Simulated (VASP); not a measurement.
# KF (Pm-3m) in VASP: notebook

Runs on KF. Level: PBE. Tasks: single point.

Everything below comes from runs of VASP 6.6.1. Logs are shortened: lines on timing, memory, paths and dates and some standing lists are left out, and cuts for length are marked.

### 1 The cell of the first run

It takes space group Pm-3m (No. 221, cubic). Conventional cell: a = 3.179 Å, b = 3.179 Å, c = 3.179 Å, α = 90.00°, β = 90.00°, γ = 90.00°. K (site symmetry m-3m) has 8 F at 2.75 Å and 6 K at 3.18 Å within 3.6 Å. Within 3.6 Å of F (site symmetry m-3m) lie 8 K at 2.75 Å and 6 F at 3.18 Å.

### 2 Single point, PBE

Contents of INCAR:

```
  PREC = Accurate
  ENCUT = 600
  EDIFF = 1E-6
  ISMEAR = 0
  SIGMA = 0.01
  LREAL = False
  LASPH = True
  NELM = 120
  ALGO = Normal
  ISIF = 2
  LWAVE = False
  LCHARG = False
  GGA = PE
  NBANDS = 15
  GGA_COMPAT = False
```

Contents of KPOINTS:

```
regular mesh
0
Gamma
  2 2 2
```

Contents of POSCAR:

```
KF
1.0
    3.1788707423      0.0000000000      0.0000000000
    0.0000000000      3.1788707423      0.0000000000
    0.0000000000      0.0000000000      3.1788707423
K F
1 1
Direct
    0.0000000000      0.0000000000      0.0000000000
    0.5000000000      0.5000000000      0.5000000000
```

Potentials or basis: VASP PAW PBE potentials, release 64 (K_sv, F).

Command:

```sh
$ cat potpaw_PBE.64/K_sv/POTCAR potpaw_PBE.64/F/POTCAR > POTCAR
$ mpirun -np 1 vasp_std > vasp.out
```

OUTCAR:

```text
PREC = Accurate
   ENCUT = 600
   EDIFF = 1E-6
   ISMEAR = 0
   LREAL = False
   LASPH = True
   NELM = 120
   ISIF = 2
   GGA = PE

 ion  position               nearest neighbor table
   1  0.000  0.000  0.000-   2 2.75   2 2.75   2 2.75   2 2.75   2 2.75   2 2.75   2 2.75   2 2.75

   2  0.500  0.500  0.500-   1 2.75   1 2.75   1 2.75   1 2.75   1 2.75   1 2.75   1 2.75   1 2.75

  LATTYP: Found a simple cubic cell.
 ALAT       =     3.1788707423

  Lattice vectors:

 A1 = (   3.1788707423,   0.0000000000,   0.0000000000)
 A2 = (   0.0000000000,   3.1788707423,   0.0000000000)
 A3 = (   0.0000000000,   0.0000000000,   3.1788707423)

Analysis of symmetry for initial positions (statically):
=====================================================================
 Subroutine PRICEL returns:
 Original cell was already a primitive cell.

 Routine SETGRP: Setting up the symmetry group for a
 simple cubic supercell.

 Subroutine GETGRP returns: Found 48 space group operations
 (whereof 48 operations were pure point group operations)
 out of a pool of 48 trial point group operations.

The static configuration has the point symmetry O_h .

Analysis of symmetry for dynamics (positions and initial velocities):
=====================================================================
 Subroutine PRICEL returns:
 Original cell was already a primitive cell.

 Routine SETGRP: Setting up the symmetry group for a
 simple cubic supercell.

 Subroutine GETGRP returns: Found 48 space group operations
 (whereof 48 operations were pure point group operations)
 out of a pool of 48 trial point group operations.

The dynamic configuration has the point symmetry O_h .

 Subroutine INISYM returns: Found 48 space group operations
 (whereof 48 operations are pure point group operations),
 and found     1 'primitive' translations

----------------------------------------------------------------------------------------

                                     Primitive cell

  volume of cell :      32.1232

  direct lattice vectors                    reciprocal lattice vectors
     3.178870742  0.000000000  0.000000000     0.314577119  0.000000000  0.000000000
     0.000000000  3.178870742  0.000000000     0.000000000  0.314577119  0.000000000
     0.000000000  0.000000000  3.178870742     0.000000000  0.000000000  0.314577119

  length of vectors
     3.178870742  3.178870742  3.178870742     0.314577119  0.314577119  0.314577119

  position of ions in fractional coordinates (direct lattice)
     0.000000000  0.000000000  0.000000000
     0.500000000  0.500000000  0.500000000

  ion indices of the primitive-cell ions
   primitive index   ion index
                 1           1
                 2           2

----------------------------------------------------------------------------------------

 KPOINTS: regular mesh

Automatic generation of k-mesh.
 Grid dimensions read from file:
 generate k-points for:    2    2    2

 Generating k-lattice:

  Cartesian coordinates                     Fractional coordinates (reciprocal lattice)
     0.157288560  0.000000000  0.000000000     0.500000000  0.000000000  0.000000000
     0.000000000  0.157288560  0.000000000     0.000000000  0.500000000  0.000000000
     0.000000000  0.000000000  0.157288560     0.000000000  0.000000000  0.500000000

  Length of vectors
     0.157288560  0.157288560  0.157288560

  Shift w.r.t. Gamma in fractional coordinates (k-lattice)
     0.000000000  0.000000000  0.000000000

 Subroutine IBZKPT returns following result:
 ===========================================

 Found      4 irreducible k-points:

 Following reciprocal coordinates:
            Coordinates               Weight
  0.000000  0.000000  0.000000      1.000000
  0.500000  0.000000  0.000000      3.000000
  0.500000  0.500000  0.000000      3.000000
  0.500000  0.500000  0.500000      1.000000
   k-points           NKPTS =      4   k-points in BZ     NKDIM =      4   number of bands    NBANDS=     15
   number of dos      NEDOS =    301   number of ions     NIONS =      2
   total plane-waves  NPLWV =  21952
   dimension x,y,z NGX =    28 NGY =   28 NGZ =   28
   dimension x,y,z NGXF=    56 NGYF=   56 NGZF=   56
   ions per type =               1   1
   NGX,Y,Z   is equivalent  to a cutoff of  14.64, 14.64, 14.64 a.u.
   NGXF,Y,Z  is equivalent  to a cutoff of  29.29, 29.29, 29.29 a.u.
 SYSTEM =  unknown system
   PREC   = accura    normal or accurate (medium, high low for compatibility)
   ISTART =      0    job   : 0-new  1-cont  2-samecut
   ICHARG =      2    charge: 1-file 2-atom 10-const
   ISPIN  =      1    spin polarized calculation?
   LNONCOLLINEAR =      F non collinear calculations
   LSORBIT =      F    spin-orbit coupling
   LASPH  =      T    aspherical Exc in radial PAW
   ENCUT  =  600.0 eV  44.10 Ry    6.64 a.u.   6.35  6.35  6.35*2*pi/ulx,y,z
   NELM   =    120;   NELMIN=  2; NELMDL= -5     # of ELM steps
   EDIFF  = 0.1E-05   stopping-criterion for ELM
   LREAL  =      F    real-space projection
   EDIFFG = 0.1E-04   stopping-criterion for IOM
   NSW    =      0    number of steps for IOM
   IBRION =     -1    ionic relax: 0-MD 1-quasi-New 2-CG
   NFREE  =      0    steps in history (QN), initial steepest desc. (CG)
   ISIF   =      2    stress and relaxation
   ISYM   =      2    0-nonsym 1-usesym 2-fastsym
   POTIM  = 0.5000    time-step for ionic-motion
   TEBEG  =    0.0;   TEEND  =   0.0 temperature during run
   PSTRESS=    0.0 pullay stress
   NELECT =      16.0000    total number of electrons
   NUPDOWN=      -1.0000    fix difference up-down
   EMIN   =  10.00;   EMAX   =-10.00  energy-range for DOS
   EFERMI =   0.00;   METHOD = LEGACY
   ISMEAR =     0;   SIGMA  =   0.01  broadening in eV -4-tet -1-fermi 0-gaus
   EFERMI_NEDOS =   21; number of points for ismear=-14 and -15
   IALGO  =     38    algorithm
   IMIX   =      4    mixing-type and parameters
     AMIX     =   0.40;   BMIX     =  1.00
     AMIX_MAG =   1.60;   BMIX_MAG =  1.00
  volume/ion in A,a.u.               =      16.06       108.39
  Fermi-wavevector in a.u.,A,eV,Ry     =   1.297703  2.452303 22.912659  1.684033
  Thomas-Fermi vector in A             =   2.429078
   LORBIT       =      0    0 simple, 1 ext, 2 COOP (PROOUT), +10 PAW based schemes
   GGA     = PE    functional components
   LHFCALC =     F    Hartree Fock is set to
   AEXX    =    0.0000 exact exchange contribution
   IVDW    =     0    specifies the selected vdW correction
   LEPSILON=     F    determine dielectric tensor
   LRPA    =     F    only Hartree local field effects (RPA)
 non-spin polarized calculation
 Gauss-broadening in eV      SIGMA  =   0.01
  energy-cutoff  :      600.00
  volume of cell :       32.12
 maximum number of plane-waves:      1108
 NGX is ok and might be reduce to    28
   NGX = 13   NGY = 13   NGZ = 13

 number of electron      15.9999991 magnetization

 Free energy of the ion-electron system (eV)
  ---------------------------------------------------
  ext. energy  EPLUGINS =         0.00000000
  ---------------------------------------------------
  free energy    TOTEN  =        -7.95623694 eV

  energy without entropy =       -7.95623694  energy(sigma->0) =       -7.95623694

 E-fermi :  -1.6321     XC(G=0):  -9.3708

 val. band max:       -1.7053885015   @ k =   0.5000   0.5000   0.0000
 cond. band min:       5.0355987487   @ k =   0.0000   0.0000   0.0000
 fundamental gap:      6.7409872502
 Fermi energy:        -1.6320998371

 k-point     1 :       0.0000    0.0000    0.0000
  band No.  band energies     occupation
      1     -28.6402      2.00000
      2     -20.6675      2.00000
      3     -11.5749      2.00000
      4     -11.5749      2.00000
      5     -11.5749      2.00000
      6      -1.7440      2.00000
      7      -1.7440      2.00000
      8      -1.7440      2.00000
      9       5.0356      0.00000
     10       6.5959      0.00000
     11       6.5959      0.00000
     12      12.4959      0.00000
     13      12.4959      0.00000
     14      12.4959      0.00000
     15      20.2654      0.00000

 k-point     2 :       0.5000    0.0000    0.0000
  band No.  band energies     occupation
      1     -28.4728      2.00000
      2     -20.7283      2.00000
      3     -12.3543      2.00000
      4     -11.4354      2.00000
      5     -11.4354      2.00000
      6      -3.0467      2.00000
      7      -1.8950      2.00000
      8      -1.8950      2.00000
      9       7.6535      0.00000
     10       8.0971      0.00000
     11       9.8639      0.00000
     12      11.0273      0.00000
     13      11.0273      0.00000
     14      12.8705      0.00000
     15      15.4652      0.00000

 k-point     3 :       0.5000    0.5000    0.0000
  band No.  band energies     occupation
      1     -28.3387      2.00000
      2     -20.5734      2.00000
      3     -12.5061      2.00000
      4     -12.5061      2.00000
      5     -11.3379      2.00000
      6      -2.3412      2.00000
      7      -2.3412      2.00000
      8      -1.7054      2.00000
      9       6.8932      0.00000
     10       7.4603      0.00000
     11      10.3832      0.00000
     12      10.3832      0.00000
     13      13.3707      0.00000
     14      13.3707      0.00000
     15      14.1676      0.00000

 k-point     4 :       0.5000    0.5000    0.5000
  band No.  band energies     occupation
      1     -28.2150      2.00000
      2     -20.4772      2.00000
      3     -12.2546      2.00000
      4     -12.2546      2.00000
      5     -12.2546      2.00000
      6      -2.8855      2.00000
      7      -2.8855      2.00000
      8      -2.8855      2.00000
      9       9.0201      0.00000
     10       9.0201      0.00000
     11       9.0201      0.00000
     12      14.2995      0.00000
     13      14.2995      0.00000
     14      14.2996      0.00000
     15      14.3378      0.00000

------------------------ aborting loop because EDIFF is reached ----------------------------------------

  FORCE on cell =-STRESS in cart. coord.  units (eV):
  Direction    XX          YY          ZZ          XY          YZ          ZX
  --------------------------------------------------------------------------------------
  -------------------------------------------------------------------------------------
  Total        0.8689842      0.8689842      0.8689842     -0.0000000     -0.0000000     -0.0000000
  in kB       43.3414895     43.3414895     43.3414895     -0.0000000     -0.0000000     -0.0000000
  external PRESSURE =      43.3414895 kB  Pullay stress =       0.0000000 kB

 VOLUME and BASIS-vectors are now :
 -----------------------------------------------------------------------------
  energy-cutoff  :      600.00
  volume of cell :       32.12
      direct lattice vectors                 reciprocal lattice vectors
     3.178870742  0.000000000  0.000000000     0.314577119  0.000000000  0.000000000
     0.000000000  3.178870742  0.000000000     0.000000000  0.314577119  0.000000000
     0.000000000  0.000000000  3.178870742     0.000000000  0.000000000  0.314577119

 POSITION                                       TOTAL-FORCE (eV/Angst)
 -----------------------------------------------------------------------------------
      0.00000      0.00000      0.00000         0.000000      0.000000      0.000000
      1.58944      1.58944      1.58944         0.000000      0.000000      0.000000
 -----------------------------------------------------------------------------------
    total drift:                                0.000000      0.000000      0.000000

  FREE ENERGIE OF THE ION-ELECTRON SYSTEM (eV)
  ---------------------------------------------------
  free  energy   TOTEN  =        -7.9562369406 eV

  energy  without entropy=       -7.9562369406  energy(sigma->0) =       -7.95623694
```

Wall time 6.1 s (1 thread of Intel Xeon Platinum 8559C (Emerald Rapids), shared host); peak memory 0.15 GiB.

What came out:

```
Free energy            : -7.9562 eV
Pressure               : 4.3 GPa
Band gap on the k mesh : 6.74 eV (least direct gap 6.78 eV)
```

Caveat: the k points lie up to 0.99 Å⁻¹ apart; the structure was generated, so it needn't be the stable form of KF.

### 3 Single point, PBE

Contents of INCAR:

```
SYSTEM = KF
ALGO = Normal
EDIFF = 1E-6
ENCUT = 600
GGA = PE
GGA_COMPAT = .False.
ISIF = 2
ISMEAR = 0
LASPH = .True.
LCHARG = .False.
LREAL = .False.
LWAVE = .False.
NBANDS = 15
NELM = 120
PREC = Accurate
SIGMA = 0.01
```

Contents of KPOINTS:

```
k-points
0
Gamma
  4 4 4
  0 0 0
```

POSCAR is that of step 2.

Potentials or basis: VASP PAW PBE potentials, release 64 (K_sv, F).

Command:

```sh
$ cat potpaw_PBE.64/K_sv/POTCAR potpaw_PBE.64/F/POTCAR > POTCAR
$ mpirun -np 1 vasp_std > vasp.out
```

Wall time 8.5 s (1 thread of Intel Xeon Platinum 8559C (Emerald Rapids), shared host); peak memory 0.15 GiB.

The run converged. Its results:

```yaml
Free_energy: -8.0699 eV
Pressure: 3.0 GPa
Band_gap_on_the_k_mesh: 6.80 eV (least direct gap 6.84 eV)
```

Levels at points of the mesh, in eV from the valence-band top:
| k point | band 5 | band 6 | band 7 | band 8 | band 9 | band 10 | band 11 | band 12 |
| --- | --- | --- | --- | --- | --- | --- | --- | --- |
| (0.00, 0.00, 0.00) | -9.79 | -0.04 | -0.04 | -0.04 | 6.80 | 8.38 | 8.38 | 14.29 |
| (0.50, 0.00, 0.00) | -9.65 | -1.33 | -0.19 | -0.19 | 9.44 | 9.85 | 11.62 | 12.81 |
| (0.50, 0.50, 0.00) | -9.55 | -0.63 | -0.63 | 0.00 | 8.67 | 9.24 | 12.17 | 12.17 |
| (0.50, 0.50, 0.50) | -10.47 | -1.17 | -1.17 | -1.17 | 10.78 | 10.78 | 10.78 | 16.07 |

Caveat: the k points lie up to 0.49 Å⁻¹ apart; the structure was generated, so it needn't be the stable form of KF. A k mesh can miss the band edges.
